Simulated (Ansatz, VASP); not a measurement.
# One calculation of Re2W, two programs

```
Re W
1.0
     5.32565    0.00000    0.00000
     0.00000    5.32565    0.00000
     0.00000    0.00000    5.32565
Re W
4 2
Cartesian
  1.3314 3.9942 1.3314
  3.9942 1.3314 1.3314
  1.3314 1.3314 3.9942
  3.9942 3.9942 3.9942
  0.0000 0.0000 0.0000
  2.6628 2.6628 2.6628
```

Change from the starting cell: species swapped into the Ti2H type (Pn-3m, No. 224).

Alike in both runs: functional PBE; k mesh 8 × 8 × 8; occupations gaussian, width 0.1 eV; no spin polarisation.

Ansatz relaxed the structure, and its values are those at the end. VASP's run is a single point on that final structure, the one shown.

|  | VASP | Ansatz |
| --- | --- | --- |
| version | VASP 6.6.1 | Ansatz 0.2.0 |
| potentials or method | VASP PAW PBE potentials, release 64 (Re_sv_GW, W_sv), cutoff 500 eV | scalar-relativistic, plane waves, PAW |
| valence electrons in the cell | 88 | 88 |

|  | VASP | Ansatz | Ansatz less VASP |
| --- | --- | --- | --- |
| gap on the k mesh at the Fermi level (eV) | none | none | - |
| pressure (GPa) | -0.1 | 0.0 | +0.15 |

A gap of «none» marks a metal or a gap that the smearing closes. With one functional, cell and mesh, what is left measures potentials, basis and numerics.

Neither program's run includes spin-orbit coupling.
